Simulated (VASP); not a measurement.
# Co (P6_3/mmc) in VASP: further runs

Runs on Co. Level: PBE. Tasks: single point.

Program: VASP 6.6.1. These are calculated values, not measurements. Logs are shortened: lines on timing, memory, paths and dates and some standing lists are left out, and cuts for length are marked.

## 1. The cell of the first run

The structure is hexagonal, space group P6_3/mmc (No. 194). Conventional cell: a = 2.518 Å, b = 2.518 Å, c = 4.194 Å, α = 90.00°, β = 90.00°, γ = 120.00°. Co (site symmetry -6m2) has 12 Co at 2.52 to 2.55 Å within 3.3 Å.

## 2. Single point, PBE, collinear spin, ferromagnetic start

File INCAR:

```
SYSTEM = Co
ALGO = Normal
EDIFF = 1E-6
ENCUT = 520
GGA = PE
ISIF = 2
ISMEAR = 0
ISPIN = 2
LASPH = .TRUE.
LCHARG = .FALSE.
LMAXMIX = 4
LORBIT = 11
LREAL = .FALSE.
LWAVE = .FALSE.
MAGMOM = 1.86 1.86
NBANDS = 20
NELM = 150
PREC = Accurate
SIGMA = 0.15
```

File KPOINTS:

```
k-points
0
G
  21 21 12
  0 0 0
```

File POSCAR:

```
Co
1.0
    2.5183000000      0.0000000000      0.0000000000
   -1.2591500000      2.1809117744      0.0000000000
    0.0000000000      0.0000000000      4.1936000000
Co
2
Direct
    0.3333333333      0.6666666667      0.2500000000
    0.6666666667      0.3333333333      0.7500000000
```

Potentials or basis: VASP PAW PBE potentials, release 64 (Co).

The run is started by

```bash
$ cat potpaw_PBE.64/Co/POTCAR > POTCAR
$ mpirun -np 1 vasp_std > vasp.out
```

OUTCAR:

```text
SYSTEM = Co
   EDIFF = 1E-6
   ENCUT = 520
   GGA = PE
   ISIF = 2
   ISMEAR = 0
   ISPIN = 2
   LASPH = .TRUE.
   LORBIT = 11
   LREAL = .FALSE.
   NELM = 150
   PREC = Accurate

 ion  position               nearest neighbor table
   1  0.333  0.667  0.250-   2 2.55   2 2.55   2 2.55   2 2.55   2 2.55   2 2.55
   2  0.667  0.333  0.750-   1 2.55   1 2.55   1 2.55   1 2.55   1 2.55   1 2.55

  LATTYP: Found a hexagonal cell.
 ALAT       =     2.5183000000
 C/A-ratio  =     1.6652503673

  Lattice vectors:

 A1 = (   2.5183000000,   0.0000000000,   0.0000000000)
 A2 = (  -1.2591500000,   2.1809117744,   0.0000000000)
 A3 = (   0.0000000000,   0.0000000000,   4.1936000000)

Analysis of symmetry for initial positions (statically):
=====================================================================
 Subroutine PRICEL returns:
 Original cell was already a primitive cell.

 Routine SETGRP: Setting up the symmetry group for a
 hexagonal supercell.

 Subroutine GETGRP returns: Found 24 space group operations
 (whereof 12 operations were pure point group operations)
 out of a pool of 24 trial point group operations.

The static configuration has the point symmetry D_3d.
 The point group associated with its full space group is D_6h.

Analysis of symmetry for dynamics (positions and initial velocities):
=====================================================================
 Subroutine PRICEL returns:
 Original cell was already a primitive cell.

 Routine SETGRP: Setting up the symmetry group for a
 hexagonal supercell.

 Subroutine GETGRP returns: Found 24 space group operations
 (whereof 12 operations were pure point group operations)
 out of a pool of 24 trial point group operations.

The dynamic configuration has the point symmetry D_3d.
 The point group associated with its full space group is D_6h.

Analysis of structural, dynamic, and magnetic symmetry:
=====================================================================
 Subroutine PRICEL returns:
 Original cell was already a primitive cell.

 Routine SETGRP: Setting up the symmetry group for a
 hexagonal supercell.

 Subroutine GETGRP returns: Found 24 space group operations
 (whereof 12 operations were pure point group operations)
 out of a pool of 24 trial point group operations.

The overall configuration has the point symmetry D_3d.
 The point group associated with its full space group is D_6h.

 Subroutine INISYM returns: Found 24 space group operations
 (whereof 12 operations are pure point group operations),
 and found     1 'primitive' translations

----------------------------------------------------------------------------------------
[... 113 lines left out ...]
     AMIX_MAG =   1.60;   BMIX_MAG =  1.00
  volume/ion in A,a.u.               =      11.52        77.71
  Fermi-wavevector in a.u.,A,eV,Ry     =   1.507954  2.849620 30.938639  2.273926
  Thomas-Fermi vector in A             =   2.618472
   LORBIT       =     11    0 simple, 1 ext, 2 COOP (PROOUT), +10 PAW based schemes
   GGA     = PE    functional components
   LHFCALC =     F    Hartree Fock is set to
   AEXX    =    0.0000 exact exchange contribution
   IVDW    =     0    specifies the selected vdW correction
   LEPSILON=     F    determine dielectric tensor
   LRPA    =     F    only Hartree local field effects (RPA)
 spin polarized calculation
 Gauss-broadening in eV      SIGMA  =   0.15
  energy-cutoff  :      520.00
  volume of cell :       23.03
 maximum number of plane-waves:       640
 NGX is ok and might be reduce to    20

 number of electron      17.9999994 magnetization       3.3161030

 Free energy of the ion-electron system (eV)
  ---------------------------------------------------
  ext. energy  EPLUGINS =         0.00000000
  ---------------------------------------------------
  free energy    TOTEN  =       -14.01910043 eV

  energy without entropy =      -13.99580587  energy(sigma->0) =      -14.00745315

 E-fermi :   9.4562     XC(G=0): -13.0576

 val. band max:        9.4558002235   @ k =   0.4286   0.0000   0.5000
 cond. band min:       9.4578099285   @ k =   0.1905  -0.0000   0.1667
 fundamental gap:      0.0020097049
 Fermi energy:         9.4562312018

 spin component 1

 k-point     1 :       0.0000    0.0000    0.0000
  band No.  band energies     occupation
      1       0.8750      1.00000
      2       4.5368      1.00000
      3       6.7656      1.00000
      4       6.9311      1.00000
      5       6.9311      1.00000
      6       7.1829      1.00000
[... 541 lines left out ...]
     19      33.6651      0.00000
     20      34.5531      0.00000

 [... further k-points ...]

 spin component 2

 k-point     1 :       0.0000    0.0000    0.0000
  band No.  band energies     occupation
      1       0.8618      1.00000
      2       5.4678      1.00000
      3       8.3990      1.00000
      4       8.6062      1.00000
      5       8.6062      1.00000
      6       8.9051      1.00000
[... 541 lines left out ...]
     19      33.9027      0.00000
     20      34.9320      0.00000

 [... further k-points ...]
[... 5 lines left out ...]
  --------------------------------------------------------------------------------------
  -------------------------------------------------------------------------------------
  Total       -1.2653459     -1.2653459     -2.2365960      0.0000000     -0.0000000      0.0000000
  in kB      -88.0211981    -88.0211981   -155.5842245      0.0000000     -0.0000000      0.0000000
  external PRESSURE =    -110.5422069 kB  Pullay stress =       0.0000000 kB

 VOLUME and BASIS-vectors are now :
 -----------------------------------------------------------------------------
  energy-cutoff  :      520.00
  volume of cell :       23.03
      direct lattice vectors                 reciprocal lattice vectors
     2.518300000  0.000000000  0.000000000     0.397093277  0.229261910  0.000000000
    -1.259150000  2.180911774  0.000000000     0.000000000  0.458523821  0.000000000
     0.000000000  0.000000000  4.193600000     0.000000000  0.000000000  0.238458604

 POSITION                                       TOTAL-FORCE (eV/Angst)
 -----------------------------------------------------------------------------------
     -0.00000      1.45394      1.04840         0.000000     -0.000000      0.000000
      1.25915      0.72697      3.14520        -0.000000      0.000000      0.000000
 -----------------------------------------------------------------------------------
    total drift:                                0.000000      0.000000     -0.000000

  FREE ENERGIE OF THE ION-ELECTRON SYSTEM (eV)
  ---------------------------------------------------
  free  energy   TOTEN  =       -14.0191004295 eV

  energy  without entropy=      -13.9958058690  energy(sigma->0) =      -14.00745315

 total charge

# of ion       s       p       d       tot
------------------------------------------
    1        0.465   0.473   7.225   8.163
    2        0.465   0.473   7.225   8.163
--------------------------------------------------
tot          0.931   0.945  14.450  16.326

 magnetization (x)

# of ion       s       p       d       tot
------------------------------------------
    1       -0.014  -0.052   1.755   1.690
    2       -0.014  -0.052   1.755   1.690
--------------------------------------------------
tot         -0.027  -0.104   3.510   3.379
```

OSZICAR:

```text
N       E                     dE             d eps       ncg     rms          rms(c)
DAV:   1     0.847543533530E+02    0.84754E+02   -0.79204E+03 28224   0.117E+03
DAV:   2    -0.116438325679E+02   -0.96398E+02   -0.86798E+02 27224   0.214E+02
DAV:   3    -0.160844804890E+02   -0.44406E+01   -0.42366E+01 30548   0.557E+01
DAV:   4    -0.161514426359E+02   -0.66962E-01   -0.66909E-01 33136   0.603E+00
DAV:   5    -0.161533568561E+02   -0.19142E-02   -0.19141E-02 31464   0.970E-01    0.141E+01
DAV:   6    -0.145606300567E+02    0.15927E+01   -0.84326E+00 30220   0.581E+01    0.772E+00
DAV:   7    -0.140483336652E+02    0.51230E+00   -0.14086E+00 30644   0.220E+01    0.370E+00
DAV:   8    -0.140338658350E+02    0.14468E-01   -0.17671E-02 34824   0.122E+00    0.165E+00
DAV:   9    -0.140195090350E+02    0.14357E-01   -0.37855E-03 41924   0.105E+00    0.491E-01
DAV:  10    -0.140191910775E+02    0.31796E-03   -0.51981E-04 34976   0.273E-01    0.217E-01
DAV:  11    -0.140191030224E+02    0.88055E-04   -0.18390E-04 39116   0.212E-01    0.309E-02
DAV:  12    -0.140191011807E+02    0.18418E-05   -0.17698E-05 28716   0.388E-02    0.170E-02
DAV:  13    -0.140191004295E+02    0.75121E-06   -0.18713E-06 28268   0.165E-02
   1 F= -.14019100E+02 E0= -.14007453E+02  d E =-.232946E-01  mag=     3.3169
```

Run time: 4.9 min. Hardware: 1 thread of Oxide Virtual Turin-like, shared host; peak memory 0.28 GiB.

Results:

```
Free energy                                           : -14.0191 eV
Pressure                                              : -11.1 GPa
Net moment                                            : 3.32 μB per cell
Site moments                                          : Co +1.69 μB
Valence electrons inside the program's atomic spheres : Co 8.16
```

Stress tensor (GPa, compression positive):
```
 -8.80   0.00   0.00
  0.00  -8.80   0.00
  0.00   0.00 -15.56
```

## 3. Single point, PBE, collinear spin, ferromagnetic start

This run uses another cell than the first one, of the same volume but with other edges.

File INCAR:

```
  ALGO = Normal
  EDIFF = 1E-7
  ENCUT = 520
  GGA = PE
  ISIF = 2
  ISMEAR = 0
  ISPIN = 2
  LASPH = True
  LCHARG = False
  LMAXMIX = 4
  LORBIT = 11
  LREAL = False
  LWAVE = False
  MAGMOM = 1.86 1.86
  NBANDS = 20
  NELM = 150
  PREC = Accurate
  SIGMA = 0.15
```

File KPOINTS:

```
k-points
0
Gamma
  21 21 12
```

File POSCAR:

```
Co
1.0
    2.5682000000      0.0000000000      0.0000000000
   -1.2841000000      2.2241264420      0.0000000000
    0.0000000000      0.0000000000      4.0322612623
Co
2
Direct
    0.3333333333      0.6666666667      0.2500000000
    0.6666666667      0.3333333333      0.7500000000
```

Potentials or basis: VASP PAW PBE potentials, release 64 (Co).

The run is started by

```bash
$ cat potpaw_PBE.64/Co/POTCAR > POTCAR
$ mpirun -np 1 vasp_std > vasp.out
```

Run time: 5.1 min. Hardware: 1 thread of Oxide Virtual Turin-like, shared host; peak memory 0.28 GiB.

It converged, with:

| Quantity | Value |
| --- | --- |
| Free energy | -14.0194 eV |
| Pressure | -11.1 GPa |
| Net moment | 3.29 μB per cell |
| Site moments | Co +1.68 μB |
| Valence electrons inside the program's atomic spheres | Co 8.16 |

Stress tensor (GPa, compression positive):
```
-13.30   0.00   0.00
  0.00 -13.30   0.00
  0.00   0.00  -6.61
```

Levels at points of the mesh, in eV from the Fermi level:
Spin up:
```
           k point  band 8  band 9  band 10  band 11  band 12  band 13  band 14  band 15
(0.00, 0.00, 0.00)   -1.99   -1.99    -0.89    -0.89     0.30     6.28    21.11    22.85
(0.00, 0.00, 0.50)   -2.62   -1.17    -1.17    -1.17    -1.17    15.13    15.13    21.82
```
Spin down:
```
           k point  band 3  band 4  band 5  band 6  band 7  band 8  band 9  band 10  band 11  band 12
(0.00, 0.00, 0.00)   -0.84   -0.84   -0.69   -0.47   -0.47   -0.22   -0.22     0.21     1.01     1.01
(0.00, 0.00, 0.50)   -1.25   -1.25   -0.94   -0.94   -0.94   -0.94    0.70     0.70     0.70     0.70
```

## 4. Single point, PBE, collinear spin, ferromagnetic start

This run uses another cell than the first one, of 10.84 Å³/atom, 0.941 times its volume.

File INCAR:

```
PREC = Accurate
ENCUT = 520
EDIFF = 1E-7
ISMEAR = 0
SIGMA = 0.15
LREAL = False
LASPH = True
NELM = 150
ALGO = Normal
ISIF = 2
LWAVE = False
LCHARG = False
ISPIN = 2
MAGMOM = 1.86 1.86
LORBIT = 11
LMAXMIX = 4
GGA = PE
NBANDS = 20
```

File KPOINTS:

```
regular mesh
0
Gamma
  21 21 12
```

File POSCAR:

```
Co
1.0
    2.4435000000      0.0000000000      0.0000000000
   -1.2217500000      2.1161330741      0.0000000000
    0.0000000000      0.0000000000      4.1936000000
Co
2
Direct
    0.3333333333      0.6666666667      0.2500000000
    0.6666666667      0.3333333333      0.7500000000
```

Potentials or basis: VASP PAW PBE potentials, release 64 (Co).

The run is started by

```bash
$ cat potpaw_PBE.64/Co/POTCAR > POTCAR
$ mpirun -np 1 vasp_std > vasp.out
```

OUTCAR:

```text
PREC = Accurate
   ENCUT = 520
   EDIFF = 1E-7
   ISMEAR = 0
   LREAL = False
   LASPH = True
   NELM = 150
   ISIF = 2
   ISPIN = 2
   LORBIT = 11
   GGA = PE

 ion  position               nearest neighbor table
   1  0.333  0.667  0.250-   2 2.53   2 2.53   2 2.53   2 2.53   2 2.53   2 2.53
   2  0.667  0.333  0.750-   1 2.53   1 2.53   1 2.53   1 2.53   1 2.53   1 2.53

  LATTYP: Found a hexagonal cell.
 ALAT       =     2.4435000000
 C/A-ratio  =     1.7162267240

  Lattice vectors:

 A1 = (   2.4435000000,   0.0000000000,   0.0000000000)
 A2 = (  -1.2217500000,   2.1161330741,   0.0000000000)
 A3 = (   0.0000000000,   0.0000000000,   4.1936000000)

Analysis of symmetry for initial positions (statically):
=====================================================================
 Subroutine PRICEL returns:
 Original cell was already a primitive cell.

 Routine SETGRP: Setting up the symmetry group for a
 hexagonal supercell.

 Subroutine GETGRP returns: Found 24 space group operations
 (whereof 12 operations were pure point group operations)
 out of a pool of 24 trial point group operations.

The static configuration has the point symmetry D_3d.
 The point group associated with its full space group is D_6h.

Analysis of symmetry for dynamics (positions and initial velocities):
=====================================================================
 Subroutine PRICEL returns:
 Original cell was already a primitive cell.

 Routine SETGRP: Setting up the symmetry group for a
 hexagonal supercell.

 Subroutine GETGRP returns: Found 24 space group operations
 (whereof 12 operations were pure point group operations)
 out of a pool of 24 trial point group operations.

The dynamic configuration has the point symmetry D_3d.
 The point group associated with its full space group is D_6h.

Analysis of structural, dynamic, and magnetic symmetry:
=====================================================================
 Subroutine PRICEL returns:
 Original cell was already a primitive cell.

[... 143 lines left out ...]
 maximum number of plane-waves:       604
   NGX =  9   NGY =  9   NGZ = 15

 number of electron      17.9999978 magnetization       3.2231341

 Free energy of the ion-electron system (eV)
  ---------------------------------------------------
  ext. energy  EPLUGINS =         0.00000000
  ---------------------------------------------------
  free energy    TOTEN  =       -14.03424901 eV

  energy without entropy =      -14.01209929  energy(sigma->0) =      -14.02317415

 E-fermi :  10.3051     XC(G=0): -13.4066

 val. band max:       10.3050561668   @ k =   0.1905   0.0000   0.1667
 cond. band min:      10.3069998460   @ k =   0.0476   0.0476   0.0000
 fundamental gap:      0.0019436792
 Fermi energy:        10.3051235252

 spin component 1

 k-point     1 :       0.0000    0.0000    0.0000
  band No.  band energies     occupation
      1       1.3530      1.00000
      2       5.0620      1.00000
      3       7.3695      1.00000
      4       7.7128      1.00000
      5       7.7128      1.00000
      6       7.9611      1.00000
[... 541 lines left out ...]
     19      35.7025      0.00000
     20      36.8570      0.00000

 [... further k-points ...]

 spin component 2

 k-point     1 :       0.0000    0.0000    0.0000
  band No.  band energies     occupation
      1       1.3551      1.00000
      2       5.9347      1.00000
      3       8.9208      1.00000
      4       9.3252      1.00000
      5       9.3252      1.00000
      6       9.5075      1.00000
[... 541 lines left out ...]
     19      35.9595      0.00000
     20      37.2046      0.00000

 [... further k-points ...]
[... 5 lines left out ...]
  --------------------------------------------------------------------------------------
  -------------------------------------------------------------------------------------
  Total        0.8366768      0.8366768     -1.4653365      0.0000000     -0.0000000     -0.0000000
  in kB       61.8195723     61.8195723   -108.2693748      0.0000000     -0.0000000     -0.0000000
  external PRESSURE =       5.1232566 kB  Pullay stress =       0.0000000 kB

 VOLUME and BASIS-vectors are now :
 -----------------------------------------------------------------------------
  energy-cutoff  :      520.00
  volume of cell :       21.68
      direct lattice vectors                 reciprocal lattice vectors
     2.443500000  0.000000000  0.000000000     0.409249028  0.236280037  0.000000000
    -1.221750000  2.116133074  0.000000000     0.000000000  0.472560073  0.000000000
     0.000000000  0.000000000  4.193600000     0.000000000  0.000000000  0.238458604

 POSITION                                       TOTAL-FORCE (eV/Angst)
 -----------------------------------------------------------------------------------
     -0.00000      1.41076      1.04840         0.000000      0.000000      0.000000
      1.22175      0.70538      3.14520        -0.000000      0.000000      0.000000
 -----------------------------------------------------------------------------------
    total drift:                                0.000000      0.000000     -0.000000

  FREE ENERGIE OF THE ION-ELECTRON SYSTEM (eV)
  ---------------------------------------------------
  free  energy   TOTEN  =       -14.0342490139 eV

  energy  without entropy=      -14.0120992866  energy(sigma->0) =      -14.02317415

 total charge

# of ion       s       p       d       tot
------------------------------------------
    1        0.490   0.523   7.264   8.278
    2        0.490   0.523   7.264   8.278
--------------------------------------------------
tot          0.981   1.047  14.528  16.555

 magnetization (x)

# of ion       s       p       d       tot
------------------------------------------
    1       -0.014  -0.052   1.697   1.630
    2       -0.014  -0.052   1.697   1.630
--------------------------------------------------
tot         -0.028  -0.105   3.393   3.260
```

Run time: 4.3 min. Hardware: 1 thread of Oxide Virtual Turin-like, shared host; peak memory 0.27 GiB.

What came out:

* Free energy: -14.0342 eV
* Pressure: 0.5 GPa
* Net moment: 3.22 μB per cell
* Site moments: Co +1.63 μB
* Valence electrons inside the program's atomic spheres: Co 8.28

Stress tensor (GPa, compression positive):
```
  6.18   0.00   0.00
  0.00   6.18   0.00
  0.00   0.00 -10.83
```

## 5. The runs side by side

```tsv
cell	gap on the mesh (eV)	pressure (GPa)	moment (μB)
a = 2.518, b = 2.518, c = 4.194 Å, angles 90.0, 90.0, 120.0°, 2 atoms	none	-11.1	3.32
a = 2.568, b = 2.568, c = 4.032 Å, angles 90.0, 90.0, 120.0°, 2 atoms	none	-11.1	3.29
a = 2.443, b = 2.443, c = 4.194 Å, angles 90.0, 90.0, 120.0°, 2 atoms	none	0.5	3.22
```

Alike in all rows: task single point; level PBE; potentials or basis VASP PAW PBE potentials, release 64 (Co); spin collinear, ferromagnetic start; k mesh 21 × 21 × 12; cutoff (eV) 520; smearing gaussian 0.15 eV.

Absolute energies hang on the potentials; compare differences alone.
